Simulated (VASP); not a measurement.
A run of VASP 6.6.1:

The input INCAR:

```
  AGGAC = 1.0
  AGGAX = 1.0
  ALDAC = 0.0
  ALDAX = 1.0
  ALGO = Normal
  EDIFF = 1E-7
  EDIFFG = -0.01
  ENCUT = 500
  GGA = B5
  GGA_COMPAT = F
  IBRION = 2
  ISIF = 3
  ISMEAR = -1
  LASPH = T
  LCHARG = F
  LREAL = F
  LWAVE = F
  NELM = 120
  NELMIN = 4
  NSW = 80
  PREC = Accurate
  SIGMA = 0.1
```

Contents of KPOINTS:

```
k-points
0
Gamma
  13 13 13
```

The input POSCAR:

```
As
1.0
   -1.6601131187      1.6601131187      1.6601131187
    1.6601131187     -1.6601131187      1.6601131187
    1.6601131187      1.6601131187     -1.6601131187
As
1
Direct
    0.0000000000      0.0000000000      0.0000000000
```

Potentials or basis: VASP PAW PBE potentials, release 64 (As).

Command:

```bash
$ cat potpaw_PBE.64/As/POTCAR > POTCAR
$ mpirun -np 1 vasp_std > vasp.out
```

Hardware: 1 thread of Intel Xeon 8259CL, on a shared host.

Problem. Estimate the wall time of this run.

Solution. It took 41 s on 1 thread of Intel Xeon 8259CL (shared host), peak memory 0.14 GiB. Counts: scf iterations 27, k points 84, ion steps 3.
